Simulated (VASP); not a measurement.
A run of VASP 6.6.1 is set up as follows.

INCAR

```
PREC = Accurate
ENCUT = 520
EDIFF = 1E-7
ISMEAR = -1
SIGMA = 0.05
LREAL = F
LASPH = T
NELM = 60
ALGO = Normal
ISIF = 2
LWAVE = F
LCHARG = F
GGA = CA
NBANDS = 26
```

The input KPOINTS:

```
regular mesh
0
Gamma
  11 11 11
```

The input POSCAR:

```
NbP
1.0
   -1.6407315532      1.6407315532      5.6229302316
    1.6407315532     -1.6407315532      5.6229302316
    1.6407315532      1.6407315532     -5.6229302316
Nb P
2 2
Direct
    0.2498808000      0.7498808000      0.5000000000
    0.4998808000      0.4998808000      0.0000000000
    0.8327477700      0.3327477700      0.5000000000
    0.0827477700      0.0827477700      0.0000000000
```

Potentials or basis: VASP PAW LDA potentials, release 64 (Nb_sv, P).

Launch:

```bash
$ cat potpaw_LDA.64/Nb_sv/POTCAR potpaw_LDA.64/P/POTCAR > POTCAR
$ mpirun -np 1 vasp_std > vasp.out
```

Task: What does it give for the largest force?

Result: 0.039 eV/Å.

Task: Predict the pressure.

Result: 2.7 GPa.

Task: Estimate the band gap on the k mesh.

Result: Zero (bands 18 and 19 overlap by 0.02 eV).

Forces in eV/Å, atoms in the order of the input:
```
Nb   0.000  0.000  0.039
Nb   0.000  0.000  0.039
P    0.000  0.000 -0.039
P    0.000  0.000 -0.039
```
